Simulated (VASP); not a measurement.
ZnO: relaxation of shape and atoms at fixed volume with PBE

Crystal: ZnO.

```xyz
4
Lattice="3.1781 0.0000 0.0000 -1.5891 2.7524 0.0000 0.0000 0.0000 5.1293" Properties=species:S:1:pos:R:3 pbc="T T T"
Zn    0.0000    1.8349    4.1571
Zn    1.5891    0.9175    1.5924
O     1.5891    0.9175    3.5369
O     0.0000    1.8349    0.9723
```

- Program: VASP 6.6.1
- Task: relaxation of shape and atoms at fixed volume
- Functional: PBE
- Potentials or basis: VASP PAW PBE potentials, release 64 (Zn, O)
- Cutoff: 600 eV
- k mesh: 9 × 9 × 6
- Occupations: gaussian, width 0.02 eV
- Spin: no spin polarisation
- Dipole correction: no
- Further INCAR settings: ALGO = Normal; EDIFF = 1e-06; IBRION = 2; EDIFFG = -0.01; NSW = 50; ISIF = 4

```yaml
Pressure_after_relaxing: 16.2 GPa
Largest_force_after_relaxing: 0.007 eV/Å
Band_gap_on_the_k_mesh: 0.87 eV
```

Forces in eV/Å, atoms in the order of the input:
```
Zn   0.000  0.000  0.007
Zn   0.000  0.000  0.007
O    0.000  0.000 -0.007
O    0.000  0.000 -0.007
```

Stress tensor (GPa, compression positive):
```
16.24  0.00  0.00
 0.00 16.24  0.00
 0.00  0.00 16.12
```

Final structure:
```yaml
crystal:
  lattice:
    - [3.17815, 0.00000, 0.00000]
    - [-1.58907, 2.75236, 0.00000]
    - [0.00000, 0.00000, 5.12934]
  atoms:
    - { symbol: Zn, position: [0.33333, 0.66667, 0.81046] }
    - { symbol: Zn, position: [0.66667, 0.33333, 0.31046] }
    - { symbol: O, position: [0.66667, 0.33333, 0.68955] }
    - { symbol: O, position: [0.33333, 0.66667, 0.18955] }
```

Levels at points of the mesh, in eV from the valence-band top:
```csv
k point,band 16,band 17,band 18,band 19,band 20,band 21
"(0.00, 0.00, 0.00)",-0.11,0.00,0.00,0.87,5.45,8.38
"(0.00, 0.00, 0.50)",-0.43,-0.43,-0.43,3.58,3.58,10.29
```

Wall time 62 s on 1 thread of Intel(R) Xeon(R) 6975P-C (Granite Rapids), on a shared host, peak memory 0.2 GiB.

Caveat: the relaxation stopped at its first step, so nothing moved.
